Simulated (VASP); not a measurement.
Set up this calculation in VASP 6.6.1, as the native input.

```
Task                      : relaxation of the atoms
Functional                : PBE
Potentials or basis       : VASP PAW PBE potentials, release 64 (Ir, O)
Cutoff                    : 520 eV
k mesh                    : 10 × 7 × 1
Occupations               : gaussian, width 0.1 eV
Spin                      : no spin polarisation
Dipole correction         : yes
Atoms held fixed (from 0) : [0, 1, 2, 3, 4]
Further INCAR settings    : ALGO = Normal; EDIFF = 1e-07; NELMDL = -8; IBRION = 2; EDIFFG = -0.025; NSW = 36
```

The structure of Ir4O lies in POSCAR:

```
Ir4O
1.0
    2.7367600872      0.0000000000      0.0000000000
    0.0000000000      3.8703632323      0.0000000000
    0.0000000000      0.0000000000     19.4599433730
Ir O
4 1
Selective dynamics
Direct
    0.5000000000      0.5000000000      0.2055504440  F F F
    0.0000000000      0.0000000000      0.2758682254  F F F
    0.5000000000      0.5000000000      0.3454282605  F F F
    0.0000000000      0.0000000000      0.4090424736  F F F
    0.5000000000      0.0000000000      0.4718050868  F F T
```

These files were run (other wordings do the same):

INCAR

```
PREC     = Accurate       # precision mode
ENCUT    = 520            # plane-wave cutoff, eV
EDIFF    = 1E-7           # SCF threshold, eV
ISMEAR   = 0              # smearing method
SIGMA    = 0.1            # smearing width, eV
LREAL    = False          # projectors in reciprocal space
LASPH    = True           # aspherical terms in the spheres
NELM     = 120            # most SCF steps
ALGO     = Normal         # electronic algorithm
ISIF     = 2              # what is computed and relaxed
LWAVE    = False          # write WAVECAR
LCHARG   = False          # write CHGCAR
LDIPOL   = True         
IDIPOL   = 3            
DIPOL    = 0.5 0.5 0.342
GGA      = PE             # functional
IBRION   = 2              # ionic algorithm
NSW      = 36             # ionic steps
EDIFFG   = -0.025         # ionic threshold
GGA_COMPAT= False        
NELMIN   = 4            
NELMDL   = -8
```

KPOINTS

```
regular mesh
0
Gamma
  10 7 1
```

Potentials or basis: VASP PAW PBE potentials, release 64 (Ir, O).

Run with:

```sh
$ cat potpaw_PBE.64/Ir/POTCAR potpaw_PBE.64/O/POTCAR > POTCAR
$ mpirun -np 1 vasp_std > vasp.out
```

It gave:

```json
{
 "Energy gained by relaxing": "87.0 meV/atom",
 "Ionic steps": "3",
 "Band gap on the k mesh": "zero (bands 21 and 22 overlap by 0.99 eV)"
}
```

Caveat: spin-orbit coupling is left out, which moves the levels of the heavy elements.

Wall time 10 min on 1 thread of Intel(R) Xeon(R) Platinum 8488C (Sapphire Rapids), on a shared host, peak memory 0.36 GiB.
